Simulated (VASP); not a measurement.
A run of VASP 6.6.1:

The input INCAR:

```
SYSTEM = MoS2
ALGO     = Normal         ! electronic algorithm
EDIFF    = 1E-6           ! SCF threshold, eV
ENCUT    = 520            ! plane-wave cutoff, eV
GGA      = PS             ! functional
ISIF     = 2              ! what is computed and relaxed
ISMEAR   = 0              ! smearing method
LASPH    = .True.         ! aspherical terms in the spheres
LCHARG   = .False.        ! write CHGCAR
LREAL    = .False.        ! projectors in reciprocal space
LWAVE    = .False.        ! write WAVECAR
NBANDS   = 35             ! bands
NELM     = 60             ! most SCF steps
PREC     = Accurate       ! precision mode
SIGMA    = 0.02           ! smearing width, eV
```

File KPOINTS:

```
k-points
0
Gamma
  12 12 4
  0 0 0
```

Contents of POSCAR:

```
MoS2
1.0
    3.1414322171      0.0000000000      0.0000000000
   -1.5707161086      2.7205601043      0.0000000000
    0.0000000000      0.0000000000     12.5788194824
Mo S
2 4
Direct
    0.3333333333      0.6666666667      0.2500000000
    0.6666666667      0.3333333333      0.7500000000
    0.3333333333      0.6666666667      0.6260538418
    0.6666666667      0.3333333333      0.1260538418
    0.3333333333      0.6666666667      0.8739461582
    0.6666666667      0.3333333333      0.3739461582
```

Potentials or basis: VASP PAW PBE potentials, release 64 (Mo_sv, S).

Command:

```bash
$ cat potpaw_PBE.64/Mo_sv/POTCAR potpaw_PBE.64/S/POTCAR > POTCAR
$ mpirun -np 1 vasp_std > vasp.out
```

Hardware: 1 thread of Intel(R) Xeon(R) 6975P-C (Granite Rapids) (shared host).

Q: How long does it take, and how much memory?

A: Run time: 94 s on 1 thread of Intel(R) Xeon(R) 6975P-C (Granite Rapids), with other jobs on the host, peak memory 0.32 GiB. Counts: scf iterations 15, k points 57.
